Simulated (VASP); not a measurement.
Wanted: the native input for a VASP 6.6.1 run.

| Property | Result |
| --- | --- |
| Task | electric field gradients |
| Functional | PBE |
| Potentials or basis | VASP PAW PBE potentials, release 64 (Os) |
| Cutoff | 520 eV |
| k mesh | 17 × 17 × 10 |
| Occupations | fermi-dirac, width 0.08 eV |
| Spin | no spin polarisation |
| Dipole correction | no |
| Further INCAR settings | ALGO = Normal; EDIFF = 1e-08; NBANDS = 15 |

The structure of Os lies in POSCAR:

```
Os
1.0
    2.7611720329      0.0000000000      0.0000000000
   -1.3805860165      2.3912451248      0.0000000000
    0.0000000000      0.0000000000      4.3624720886
Os
2
Direct
    0.3333333333      0.6666666667      0.2500000000
    0.6666666667      0.3333333333      0.7500000000
```

The input as run:

INCAR

```
SYSTEM = Os
ALGO     = Normal         ! electronic algorithm
EDIFF    = 1E-8           ! SCF threshold, eV
ENCUT    = 520            ! plane-wave cutoff, eV
GGA      = PE             ! functional
ISIF     = 2              ! what is computed and relaxed
ISMEAR   = -1             ! smearing method
LASPH    = .True.         ! aspherical terms in the spheres
LCHARG   = .False.        ! write CHGCAR
LEFG     = .True.       
LREAL    = .False.        ! projectors in reciprocal space
LWAVE    = .False.        ! write WAVECAR
NBANDS   = 15             ! bands
NELM     = 80             ! most SCF steps
PREC     = Accurate       ! precision mode
SIGMA    = 0.08           ! smearing width, eV
```

KPOINTS

```
k-points
0
Gamma
  17 17 10
  0 0 0
```

Potentials or basis: VASP PAW PBE potentials, release 64 (Os).

Launch:

```bash
$ cat potpaw_PBE.64/Os/POTCAR > POTCAR
$ mpirun -np 1 vasp_std > vasp.out
```

Results of the run:

```
Pressure                                : -3.6 GPa
Band gap on the k mesh                  : zero (bands 8 and 9 overlap by 3.74 eV)
Largest electric field gradient by atom : Os -75.3 V/Å²
```

Caveat: the cell stands under tension; without QUAD_EFG the Cq values of the log hold for a quadrupole moment of 1 mb, not for the nuclei; spin-orbit coupling is left out, which moves the levels of the heavy elements.

Wall time 2.2 min on 1 thread of Intel Xeon 8259CL, with other jobs on the host, peak memory 0.21 GiB.
